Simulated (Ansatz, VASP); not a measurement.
## Li2O: VASP beside Ansatz

INCAR

```
SYSTEM = Li2O
ALGO = Normal
EDIFF = 1E-6
ENCUT = 750
GGA = RE
GGA_COMPAT = .FALSE.
ISIF = 2
ISMEAR = 0
LASPH = .TRUE.
LCHARG = .FALSE.
LREAL = .FALSE.
LWAVE = .FALSE.
NBANDS = 13
NELM = 120
PREC = Accurate
SIGMA = 0.05
```

File KPOINTS:

```
k-points
0
G
  8 8 8
  0 0 0
```

POSCAR

```
Li2O
1.0
    0.0000000000      2.3272615618      2.3272615618
    2.3272615618      0.0000000000      2.3272615618
    2.3272615618      2.3272615618      0.0000000000
Li O
2 1
Direct
    0.2500000000      0.2500000000      0.2500000000
    0.7500000000      0.7500000000      0.7500000000
    0.0000000000      0.0000000000      0.0000000000
```

Input for Ansatz:

```yaml
crystal:
  lattice:
    - [0.0, 2.3272615618, 2.3272615618]
    - [2.3272615618, 0.0, 2.3272615618]
    - [2.3272615618, 2.3272615618, 0.0]
  atoms:
    - { symbol: Li, position: [0.25, 0.25, 0.25] }
    - { symbol: Li, position: [0.75, 0.75, 0.75] }
    - { symbol: O, position: [0.0, 0.0, 0.0] }
basis:
  ecutwfc: 420
  ecutrho_ratio: 4
kpoints:
  mp_grid: { grid: [8, 8, 8] }
hamiltonian:
  xc: revpbe
scf:
  occupations: { method: gaussian, width: 0.05 }
output:
  forces: true
  stress: true
  eigenvalues: true
```

Alike in both runs: task single point; functional revPBE; k mesh 8 × 8 × 8; occupations gaussian, width 0.05 eV; no spin polarisation.

|  | VASP | Ansatz |
| --- | --- | --- |
| version | VASP 6.6.1 | Ansatz 0.2.0 |
| potentials or method | VASP PAW PBE potentials, release 64 (Li_sv, O), cutoff 750 eV | scalar-relativistic, plane waves, PAW |
| valence electrons in the cell | 12 | 12 |

VASP gave:

* gap on the k mesh at the Fermi level (eV): 5.04
* least direct gap on the mesh (eV): 5.17
* pressure (GPa): 1.1

Problem. Estimate Ansatz's values.

Solution. gap on the k mesh at the Fermi level (eV): 5.05; least direct gap on the mesh (eV): 5.17; pressure (GPa): 1.5.

VASP's potentials were made for PBE, not for revPBE.
